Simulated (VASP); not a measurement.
# ZnAuF3 (P4/mmm) in VASP: notebook

The runs below take ZnAuF3 through single point, relaxation of cell and atoms, with PBE.

Program: VASP 6.6.1. These are calculated values, not measurements. Logs are shortened: lines on timing, memory, paths and dates and some standing lists are left out, and cuts for length are marked.

**1. The cell of the first run**

Symmetry: P4/mmm, No. 123, tetragonal system. Conventional cell: a = 4.172 Å, b = 4.172 Å, c = 5.344 Å, α = 90.00°, β = 90.00°, γ = 90.00°. Zn (site symmetry 4/mmm) has 4 F at 2.09 Å and 2 Au at 2.67 Å within 2.8 Å. Au (site symmetry 4/mmm) has 2 Zn at 2.67 Å and 8 F at 3.39 Å within 3.5 Å. F (site symmetry 4/mmm) has 4 F at 2.09 Å within 2.8 Å. Within 2.8 Å of F (site symmetry mmm) lie 2 Zn at 2.09 Å and 2 F at 2.09 Å.

The cell was built from a structure type or drawn by symmetry, and may not be a known phase.

**2. Single point, PBE**

INCAR

```
SYSTEM = ZnAuF3
  PREC = Accurate
  ENCUT = 520
  EDIFF = 1E-6
  ISMEAR = 0
  SIGMA = 0.1
  LREAL = .False.
  LASPH = .True.
  NELM = 80
  ALGO = Normal
  ISIF = 2
  LWAVE = .False.
  LCHARG = .True.
  GGA = PE
  LELF = .True.
  LVHAR = .True.
  NBANDS = 30
```

KPOINTS

```
Automatic mesh
0
Gamma
  6 6 4
  0 0 0
```

POSCAR

```
ZnAuF3
1.0
    4.1723778842      0.0000000000      0.0000000000
    0.0000000000      4.1723778842      0.0000000000
    0.0000000000      0.0000000000      5.3437635429
Zn Au F
1 1 3
Direct
    0.0000000000      0.0000000000      0.0000000000
    0.0000000000      0.0000000000      0.5000000000
    0.5000000000      0.5000000000      0.0000000000
    0.0000000000      0.5000000000      0.0000000000
    0.5000000000      0.0000000000      0.0000000000
```

Potentials or basis: VASP PAW PBE potentials, release 64 (Zn, Au, F).

Started as:

```sh
$ cat potpaw_PBE.64/Zn/POTCAR potpaw_PBE.64/Au/POTCAR potpaw_PBE.64/F/POTCAR > POTCAR
$ mpirun -np 1 vasp_std > vasp.out
```

OUTCAR:

```text
SYSTEM = ZnAuF3
   PREC = Accurate
   ENCUT = 520
   EDIFF = 1E-6
   ISMEAR = 0
   LREAL = .False.
   LASPH = .True.
   NELM = 80
   ISIF = 2
   GGA = PE

 ion  position               nearest neighbor table
   1  0.000  0.000  0.000-   4 2.09   5 2.09   4 2.09   5 2.09   2 2.67   2 2.67
   2  0.000  0.000  0.500-   1 2.67   1 2.67
   3  0.500  0.500  0.000-
   4  0.000  0.500  0.000-   1 2.09   1 2.09
   5  0.500  0.000  0.000-   1 2.09   1 2.09

  LATTYP: Found a simple tetragonal cell.
 ALAT       =     4.1723778842
 C/A-ratio  =     1.2807477393

  Lattice vectors:

 A1 = (   4.1723778842,   0.0000000000,   0.0000000000)
 A2 = (   0.0000000000,   4.1723778842,   0.0000000000)
 A3 = (   0.0000000000,   0.0000000000,   5.3437635429)

Analysis of symmetry for initial positions (statically):
=====================================================================
 Subroutine PRICEL returns:
 Original cell was already a primitive cell.

 Routine SETGRP: Setting up the symmetry group for a
 simple tetragonal supercell.

 Subroutine GETGRP returns: Found 16 space group operations
 (whereof 16 operations were pure point group operations)
 out of a pool of 16 trial point group operations.

The static configuration has the point symmetry D_4h.

Analysis of symmetry for dynamics (positions and initial velocities):
=====================================================================
 Subroutine PRICEL returns:
 Original cell was already a primitive cell.

 Routine SETGRP: Setting up the symmetry group for a
 simple tetragonal supercell.

 Subroutine GETGRP returns: Found 16 space group operations
 (whereof 16 operations were pure point group operations)
 out of a pool of 16 trial point group operations.

The dynamic configuration has the point symmetry D_4h.

 Subroutine INISYM returns: Found 16 space group operations
 (whereof 16 operations are pure point group operations),
 and found     1 'primitive' translations

----------------------------------------------------------------------------------------

                                     Primitive cell

  volume of cell :      93.0282

  direct lattice vectors                    reciprocal lattice vectors
     4.172377884  0.000000000  0.000000000     0.239671484  0.000000000  0.000000000
     0.000000000  4.172377884  0.000000000     0.000000000  0.239671484  0.000000000
     0.000000000  0.000000000  5.343763543     0.000000000  0.000000000  0.187134029

  length of vectors
     4.172377884  4.172377884  5.343763543     0.239671484  0.239671484  0.187134029

  position of ions in fractional coordinates (direct lattice)
     0.000000000  0.000000000  0.000000000
     0.000000000  0.000000000  0.500000000
     0.500000000  0.500000000  0.000000000
     0.000000000  0.500000000  0.000000000
     0.500000000  0.000000000  0.000000000

  ion indices of the primitive-cell ions
   primitive index   ion index
                 1           1
                 2           2
                 3           3
                 4           4
                 5           5

----------------------------------------------------------------------------------------

 KPOINTS: Automatic mesh

Automatic generation of k-mesh.
 Grid dimensions read from file:
 generate k-points for:    6    6    4

 Generating k-lattice:

  Cartesian coordinates                     Fractional coordinates (reciprocal lattice)
     0.039945247  0.000000000  0.000000000     0.166666667  0.000000000  0.000000000
     0.000000000  0.039945247  0.000000000     0.000000000  0.166666667  0.000000000
     0.000000000  0.000000000  0.046783507     0.000000000  0.000000000  0.250000000

  Length of vectors
     0.039945247  0.039945247  0.046783507

  Shift w.r.t. Gamma in fractional coordinates (k-lattice)
     0.000000000  0.000000000  0.000000000

 Subroutine IBZKPT returns following result:
 ===========================================

 Found     30 irreducible k-points:

 Following reciprocal coordinates:
            Coordinates               Weight
  0.000000  0.000000  0.000000      1.000000
  0.166667  0.000000  0.000000      4.000000
  0.333333  0.000000  0.000000      4.000000
  0.500000  0.000000  0.000000      2.000000
  0.166667  0.166667  0.000000      4.000000
  0.333333  0.166667  0.000000      8.000000
[... 16 lines left out ...]
  0.333333  0.000000  0.500000      4.000000
  0.500000  0.000000  0.500000      2.000000
 [... further k-points ...]
   k-points           NKPTS =     30   k-points in BZ     NKDIM =     30   number of bands    NBANDS=     30
   number of dos      NEDOS =    301   number of ions     NIONS =      5
   total plane-waves  NPLWV =  40960
   dimension x,y,z NGX =    32 NGY =   32 NGZ =   40
   dimension x,y,z NGXF=    64 NGYF=   64 NGZF=   80
   ions per type =               1   1   3
   NGX,Y,Z   is equivalent  to a cutoff of  12.75, 12.75, 12.44 a.u.
   NGXF,Y,Z  is equivalent  to a cutoff of  25.50, 25.50, 24.89 a.u.
 SYSTEM =  ZnAuF3
   PREC   = accura    normal or accurate (medium, high low for compatibility)
   ISTART =      0    job   : 0-new  1-cont  2-samecut
   ICHARG =      2    charge: 1-file 2-atom 10-const
   ISPIN  =      1    spin polarized calculation?
   LNONCOLLINEAR =      F non collinear calculations
   LSORBIT =      F    spin-orbit coupling
   LASPH  =      T    aspherical Exc in radial PAW
   ENCUT  =  520.0 eV  38.22 Ry    6.18 a.u.   7.76  7.76  9.94*2*pi/ulx,y,z
   NELM   =     80;   NELMIN=  2; NELMDL= -5     # of ELM steps
   EDIFF  = 0.1E-05   stopping-criterion for ELM
   LREAL  =      F    real-space projection
   EDIFFG = 0.1E-04   stopping-criterion for IOM
   NSW    =      0    number of steps for IOM
   IBRION =     -1    ionic relax: 0-MD 1-quasi-New 2-CG
   NFREE  =      0    steps in history (QN), initial steepest desc. (CG)
   ISIF   =      2    stress and relaxation
   ISYM   =      2    0-nonsym 1-usesym 2-fastsym
   POTIM  = 0.5000    time-step for ionic-motion
   TEBEG  =    0.0;   TEEND  =   0.0 temperature during run
   PSTRESS=    0.0 pullay stress
   NELECT =      44.0000    total number of electrons
   NUPDOWN=      -1.0000    fix difference up-down
   EMIN   =  10.00;   EMAX   =-10.00  energy-range for DOS
   EFERMI =   0.00;   METHOD = LEGACY
   ISMEAR =     0;   SIGMA  =   0.10  broadening in eV -4-tet -1-fermi 0-gaus
   EFERMI_NEDOS =   21; number of points for ismear=-14 and -15
   IALGO  =     38    algorithm
   IMIX   =      4    mixing-type and parameters
     AMIX     =   0.40;   BMIX     =  1.00
     AMIX_MAG =   1.60;   BMIX_MAG =  1.00
  volume/ion in A,a.u.               =      18.61       125.56
  Fermi-wavevector in a.u.,A,eV,Ry     =   1.275521  2.410385 22.136045  1.626953
  Thomas-Fermi vector in A             =   2.408228
   LORBIT       =      0    0 simple, 1 ext, 2 COOP (PROOUT), +10 PAW based schemes
   GGA     = PE    functional components
   LHFCALC =     F    Hartree Fock is set to
   AEXX    =    0.0000 exact exchange contribution
   IVDW    =     0    specifies the selected vdW correction
   LEPSILON=     F    determine dielectric tensor
   LRPA    =     F    only Hartree local field effects (RPA)
 non-spin polarized calculation
 Gauss-broadening in eV      SIGMA  =   0.10
  energy-cutoff  :      520.00
  volume of cell :       93.03
 maximum number of plane-waves:      2524
 NGX is ok and might be reduce to    32
   NGX = 15   NGY = 15   NGZ = 19

 number of electron      43.9999981 magnetization

 Free energy of the ion-electron system (eV)
  ---------------------------------------------------
  ext. energy  EPLUGINS =         0.00000000
  ---------------------------------------------------
  free energy    TOTEN  =       -11.83609228 eV

  energy without entropy =      -11.79534518  energy(sigma->0) =      -11.81571873

 E-fermi :  -0.8378     XC(G=0):  -8.6635

 val. band max:       -0.8383761952   @ k =   0.3333   0.1667   0.0000
 cond. band min:      -0.8275776501   @ k =   0.1667   0.1667   0.0000
 fundamental gap:      0.0107985451
 Fermi energy:        -0.8377879511

 k-point     1 :       0.0000    0.0000    0.0000
  band No.  band energies     occupation
      1     -23.6334      2.00000
      2     -22.7597      2.00000
      3     -20.9359      2.00000
      4      -6.8114      2.00000
      5      -6.4197      2.00000
      6      -6.4197      2.00000
[... 22 lines left out ...]
     29      11.7386      0.00000
     30      12.6701      0.00000

 k-point     2 :       0.1667    0.0000    0.0000
  band No.  band energies     occupation
      1     -23.5632      2.00000
      2     -22.7820      2.00000
      3     -21.0066      2.00000
      4      -6.8741      2.00000
      5      -6.6861      2.00000
      6      -6.5312      2.00000
[... 22 lines left out ...]
     29      11.9412      0.00000
     30      11.9959      0.00000

 k-point     3 :       0.3333    0.0000    0.0000
  band No.  band energies     occupation
      1     -23.3831      2.00000
      2     -22.8647      2.00000
      3     -21.1478      2.00000
      4      -7.3533      2.00000
      5      -6.7640      2.00000
      6      -6.6509      2.00000
[... 22 lines left out ...]
     29      11.3415      0.00000
     30      11.6000      0.00000

 k-point     4 :       0.5000    0.0000    0.0000
  band No.  band energies     occupation
      1     -23.2380      2.00000
      2     -22.9604      2.00000
      3     -21.2176      2.00000
      4      -7.5837      2.00000
      5      -6.7653      2.00000
      6      -6.6943      2.00000
[... 616 lines left out ...]
     29      10.5527      0.00000
     30      11.3900      0.00000

 k-point    23 :       0.3333    0.0000    0.5000
  band No.  band energies     occupation
      1     -23.3825      2.00000
      2     -22.8644      2.00000
      3     -21.1478      2.00000
      4      -7.3516      2.00000
      5      -6.6504      2.00000
      6      -6.5168      2.00000
[... 22 lines left out ...]
     29      10.8605      0.00000
     30      11.1174      0.00000

 k-point    24 :       0.5000    0.0000    0.5000
  band No.  band energies     occupation
      1     -23.2379      2.00000
      2     -22.9599      2.00000
      3     -21.2182      2.00000
      4      -7.5739      2.00000
      5      -6.6912      2.00000
      6      -6.5609      2.00000
[... 22 lines left out ...]
     29      10.9287      0.00000
     30      10.9962      0.00000

 [... further k-points ...]

------------------------ aborting loop because EDIFF is reached ----------------------------------------

  FORCE on cell =-STRESS in cart. coord.  units (eV):
  Direction    XX          YY          ZZ          XY          YZ          ZX
  --------------------------------------------------------------------------------------
  -------------------------------------------------------------------------------------
  Total        0.2035605      0.2035605      0.0406333      0.0000000     -0.0000000      0.0000000
  in kB        3.5058195      3.5058195      0.6998062      0.0000000     -0.0000000      0.0000000
  external PRESSURE =       2.5704818 kB  Pullay stress =       0.0000000 kB

 VOLUME and BASIS-vectors are now :
 -----------------------------------------------------------------------------
  energy-cutoff  :      520.00
  volume of cell :       93.03
      direct lattice vectors                 reciprocal lattice vectors
     4.172377884  0.000000000  0.000000000     0.239671484  0.000000000  0.000000000
     0.000000000  4.172377884  0.000000000     0.000000000  0.239671484  0.000000000
     0.000000000  0.000000000  5.343763543     0.000000000  0.000000000  0.187134029

 POSITION                                       TOTAL-FORCE (eV/Angst)
 -----------------------------------------------------------------------------------
      0.00000      0.00000      0.00000         0.000000      0.000000      0.000000
      0.00000      0.00000      2.67188         0.000000      0.000000      0.000000
      2.08619      2.08619      0.00000         0.000000      0.000000      0.000000
      0.00000      2.08619      0.00000         0.000000      0.000000      0.000000
      2.08619      0.00000      0.00000         0.000000      0.000000      0.000000
 -----------------------------------------------------------------------------------
    total drift:                                0.000000      0.000000     -0.000000

  FREE ENERGIE OF THE ION-ELECTRON SYSTEM (eV)
  ---------------------------------------------------
  free  energy   TOTEN  =       -11.8360922820 eV

  energy  without entropy=      -11.7953451793  energy(sigma->0) =      -11.81571873
```

Run time: 1.7 min. Hardware: 1 thread of Intel Xeon 8259CL, shared host; peak memory 0.24 GiB.

What came out:

```
Free energy            : -11.8361 eV
Pressure               : 0.3 GPa
Band gap on the k mesh : zero (bands 22 and 23 overlap by 0.39 eV)
```

Stress tensor (GPa, compression positive):
```
0.35 0.00 0.00
0.00 0.35 0.00
0.00 0.00 0.07
```

Levels at points of the mesh, in eV from the Fermi level:
```csv
k point,band 19,band 20,band 21,band 22,band 23,band 24,band 25,band 26
"(0.00, 0.00, 0.00)",-1.53,-1.38,-1.32,0.36,0.36,4.36,4.93,8.37
"(0.50, 0.00, 0.00)",-1.48,-1.48,-1.47,0.05,0.36,3.87,4.13,6.59
"(0.50, 0.50, 0.00)",-1.56,-1.56,-1.53,-1.27,1.02,3.85,4.84,4.84
"(0.00, 0.00, 0.50)",-1.39,-1.30,-0.52,0.36,0.36,0.47,8.43,8.43
"(0.50, 0.00, 0.50)",-1.51,-1.48,-1.46,0.02,0.36,2.65,4.66,8.83
"(0.50, 0.50, 0.50)",-1.78,-1.78,-1.47,-1.28,0.44,4.00,5.60,5.60
```

Caveat: spin-orbit coupling is left out, which moves the levels of the heavy elements.

**3. Relaxation of cell and atoms, PBE**

This run uses another cell than the first one, of 14.51 Å³/atom.

INCAR

```
PREC     = Accurate       # precision mode
ENCUT    = 600            # plane-wave cutoff, eV
EDIFF    = 1E-6           # SCF threshold, eV
ISMEAR   = 0              # smearing method
SIGMA    = 0.1            # smearing width, eV
LREAL    = False          # projectors in reciprocal space
LASPH    = True           # aspherical terms in the spheres
NELM     = 100            # most SCF steps
ALGO     = Normal         # electronic algorithm
ISIF     = 3              # what is computed and relaxed
LWAVE    = False          # write WAVECAR
LCHARG   = False          # write CHGCAR
GGA      = PE             # functional
IBRION   = 2              # ionic algorithm
NSW      = 90             # ionic steps
EDIFFG   = -0.04          # ionic threshold
```

KPOINTS

```
regular mesh
0
Gamma
  6 6 4
```

POSCAR: that of step 2 with these lines changed.

```diff
@@ -2,5 +2,5 @@
 1.0
-    4.1723778842      0.0000000000      0.0000000000
-    0.0000000000      4.1723778842      0.0000000000
-    0.0000000000      0.0000000000      5.3437635429
+    3.1654712100      0.0000000000      0.0000000000
+    0.0000000000      3.1654712100      0.0000000000
+    0.0000000000      0.0000000000      7.2389899100
 Zn Au F
```

Potentials or basis: VASP PAW PBE potentials, release 64 (Zn, Au, F).

Started as:

```sh
$ cat potpaw_PBE.64/Zn/POTCAR potpaw_PBE.64/Au/POTCAR potpaw_PBE.64/F/POTCAR > POTCAR
$ mpirun -np 1 vasp_std > vasp.out
```

Run time: 27 min. Hardware: 1 thread of Intel Xeon 8259CL, shared host; peak memory 0.27 GiB.

It converged, with:

- Free energy: -11.3767 eV
- Relaxed volume: 17.80 Å³/atom
- Relaxed cell: a = 4.037 Å, b = 4.037 Å, c = 5.460 Å, α = 90.00°, β = 90.00°, γ = 90.00°
- Space group after relaxing (to 0.1 Å): P4/mmm (No. 123)
- Pressure after relaxing: 0.0 GPa
- Band gap on the k mesh: zero (bands 22 and 23 overlap by 0.47 eV)

Stress tensor (GPa, compression positive):
```
 0.08  0.00  0.00
 0.00  0.08  0.00
 0.00  0.00 -0.27
```

Final structure:
```xyz
5
Lattice="4.0367 0.0000 0.0000 0.0000 4.0367 0.0000 0.0000 0.0000 5.4603" Properties=species:S:1:pos:R:3 pbc="T T T"
Zn    0.0000    0.0000    5.4603
Au    0.0000    0.0000    2.7301
F     2.0184    2.0184    5.4603
F     0.0000    2.0184    0.0000
F     2.0184    0.0000    5.4603
```

Levels at points of the mesh, in eV from the Fermi level:
| k point | band 20 | band 21 | band 22 | band 23 | band 24 | band 25 |
| --- | --- | --- | --- | --- | --- | --- |
| (0.00, 0.00, 0.00) | -1.61 | -1.41 | 0.45 | 0.45 | 4.26 | 4.79 |
| (0.50, 0.00, 0.00) | -1.53 | -1.51 | 0.07 | 0.42 | 3.60 | 4.08 |
| (0.50, 0.50, 0.00) | -1.64 | -1.56 | -1.27 | 1.18 | 3.82 | 4.75 |
| (0.00, 0.00, 0.50) | -1.41 | -0.82 | 0.45 | 0.45 | 0.67 | 8.66 |
| (0.50, 0.00, 0.50) | -1.58 | -1.53 | 0.00 | 0.42 | 2.97 | 4.29 |
| (0.50, 0.50, 0.50) | -1.73 | -1.62 | -1.28 | 0.60 | 4.42 | 5.40 |

Caveat: the volume moved by over 15 % at a fixed basis, so the end points are rough; spin-orbit coupling is left out, which moves the levels of the heavy elements.
